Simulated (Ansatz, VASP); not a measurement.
## MgS: VASP beside Ansatz

```
Mg S
1.0
     0.00000    2.59096    2.59096
     2.59096    0.00000    2.59096
     2.59096    2.59096    0.00000
Mg S
1 1
Direct
  0.00000 0.00000 0.00000
  0.50000 0.50000 0.50000
```

Change from the starting cell: unstrained, PAW files.

Alike in both runs: task single point; functional PBEsol; k mesh 8 × 8 × 8; no spin polarisation.

```csv
,VASP,Ansatz
version,VASP 6.6.1,Ansatz 0.2.0
potentials or method,"VASP PAW PBE potentials, release 64 (Mg, S)","PAW with Ansatz's default frozen-core files, scalar-relativistic"
plane-wave cutoff (eV),520,420
occupations,"gaussian, width 0.01 eV",fixed
valence electrons in the cell,8,16
```

VASP gave:

| Property | Result |
| --- | --- |
| gap on the k mesh at the Fermi level (eV) | 2.73 |
| pressure (GPa) | -0.2 |

Which values does Ansatz return?

gap on the k mesh at the Fermi level (eV): 2.73; pressure (GPa): 0.0.

VASP's potentials were made for PBE, not for PBEsol. VASP's potentials hold 8 valence electrons a cell and Ansatz's 16, so a difference there can come from the potentials and not from the codes.
